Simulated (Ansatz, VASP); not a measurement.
Na: VASP beside Ansatz

```
CELL_PARAMETERS angstrom
-2.18102 2.18102 2.08574
2.18102 -2.18102 2.08574
2.18102 2.18102 -2.08574
ATOMIC_POSITIONS crystal
Na 0.00000 0.00000 0.00000
```

Change from the starting cell: strain +0.030 along x and y, -0.015 along z, atoms carried along.

Alike in both runs: task single point; functional PBE; k mesh 16 × 16 × 16; occupations gaussian, width 0.15 eV; no spin polarisation.

```csv
,VASP,Ansatz
version,VASP 6.6.1,Ansatz 0.2.0
potentials or method,"VASP PAW PBE potentials, release 64 (Na_pv), cutoff 520 eV","scalar-relativistic, plane waves, PAW"
valence electrons in the cell,7,9
```

```tsv
	VASP	Ansatz	Ansatz less VASP
gap on the k mesh at the Fermi level (eV)	none	none	-
pressure (GPa)	-0.5	-0.5	+0.01
traceless stress, the component that is largest in VASP (GPa)	0.06	0.06	+0.001
```

A gap of «none» marks a metal or a gap that the smearing closes. VASP's potentials hold 7 valence electrons a cell and Ansatz's 9, so a difference there can come from the potentials and not from the codes.
